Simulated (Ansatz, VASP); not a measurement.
## CuI in VASP and in Ansatz

INCAR

```
ALGO = Normal
EDIFF = 1E-6
ENCUT = 520
GGA = PE
ISIF = 2
ISMEAR = -1
LASPH = True
LCHARG = False
LREAL = False
LWAVE = False
NBANDS = 16
NELM = 80
PREC = Accurate
SIGMA = 0.02
```

File KPOINTS:

```
k-points
0
Gamma
  6 6 6
```

File POSCAR:

```
CuI
1.0
    0.0000000000      3.0450000000      3.0450000000
    3.0450000000      0.0000000000      3.0450000000
    3.0450000000      3.0450000000      0.0000000000
Cu I
1 1
Direct
    0.0000000000      0.0000000000      0.0000000000
    0.2500000000      0.2500000000      0.2500000000
```

Input for Ansatz:

```yaml
crystal:
  lattice:
    - [0, 3.045, 3.045]
    - [3.045, 0, 3.045]
    - [3.045, 3.045, 0]
  atoms:
    - { symbol: Cu, position: [0, 0, 0] }
    - { symbol: I, position: [0.25, 0.25, 0.25] }
kpoints:
  mp_grid: { grid: [6, 6, 6] }
hamiltonian:
  xc: pbe
  pseudopotentials: { kind: paw, source: ansatz }
scf:
  occupations: { method: fermi_dirac, width: 0.02 }
  convergence: { dr2_threshold: "1e-10 eV" }
  max_iter: 300
output:
  forces: true
  stress: true
  eigenvalues: true
```

Alike in both runs: task single point; functional PBE; k mesh 6 × 6 × 6; occupations fermi-dirac, width 0.02 eV; no spin polarisation.

|  | VASP | Ansatz |
| --- | --- | --- |
| version | VASP 6.6.1 | Ansatz 0.2.0 development build |
| potentials or method | VASP PAW PBE potentials, release 64 (Cu, I) | plane waves |
| plane-wave cutoff (eV) | 520 | 700 |
| valence electrons in the cell | 18 | 36 |

```tsv
	VASP	Ansatz	Ansatz less VASP
gap on the k mesh at the Fermi level (eV)	1.11	1.09	-0.022
```

VASP's potentials hold 18 valence electrons a cell and Ansatz's 36, so a difference there can come from the potentials and not from the codes.

Neither program's run includes spin-orbit coupling.
